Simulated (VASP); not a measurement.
Here is a VASP 6.6.1 calculation.

INCAR

```
PREC = Accurate
ENCUT = 520
EDIFF = 1E-6
ISMEAR = 0
SIGMA = 0.05
LREAL = Auto
LASPH = T
NELM = 100
ALGO = Normal
ISIF = 2
LWAVE = F
LCHARG = F
GGA = PE
IVDW = 12
NBANDS = 86
```

The input KPOINTS:

```
regular mesh
0
Gamma
  4 4 4
```

Contents of POSCAR:

```
Sn7Se8
1.0
    0.0000000000      8.4440215827      0.0000000000
   -8.4440215827      0.0000000000      0.0000000000
    4.2220107914     -4.2220107914      5.9710971959
Sn Se
7 8
Direct
    0.6250198659      0.3750198659      0.2500397318
    0.1250198659      0.8750198659      0.2500397318
    0.6249923814      0.8749923814      0.2499847628
    0.6250098492      0.3749494840      0.7499593331
    0.1249494840      0.3749494840      0.7499593331
    0.6250098492      0.8750098492      0.7499593331
    0.1249494840      0.8750098492      0.7499593331
    0.8750075678      0.6250075678      0.7500151356
    0.3837964545      0.6337964545      0.7675929090
    0.8661203517      0.1161203517      0.7322407033
    0.3750075678      0.1250075678      0.7500151356
    0.3838463069      0.6338463069      0.2500364608
    0.8661901539      0.6338463069      0.2500364608
    0.3838463069      0.1161901539      0.2500364608
    0.8661901539      0.1161901539      0.2500364608
```

Potentials or basis: VASP PAW PBE potentials, release 64 (Sn_d, Se).

Run with:

```sh
$ cat potpaw_PBE.64/Sn_d/POTCAR potpaw_PBE.64/Se/POTCAR > POTCAR
$ mpirun -np 1 vasp_std > vasp.out
```

Question: Predict the largest force.

Answer: 0.005 eV/Å.

Question: What does it give for the pressure?

Answer: -1.8 GPa.

Question: What does it give for the dispersion energy per atom?

Answer: -0.336 eV.

Forces in eV/Å, atoms in the order of the input:
```
Sn   0.000  0.000 -0.002
Sn   0.000  0.000 -0.002
Sn   0.000  0.000 -0.002
Sn  -0.003 -0.003  0.001
Sn  -0.003  0.003  0.001
Sn   0.003 -0.003  0.001
Sn   0.003  0.003  0.001
Se   0.000  0.000  0.000
Se   0.000  0.000 -0.004
Se   0.000  0.000  0.004
Se   0.000  0.000  0.000
Se   0.004 -0.004  0.000
Se   0.004  0.004  0.000
Se  -0.004 -0.004  0.000
Se  -0.004  0.004  0.000
```
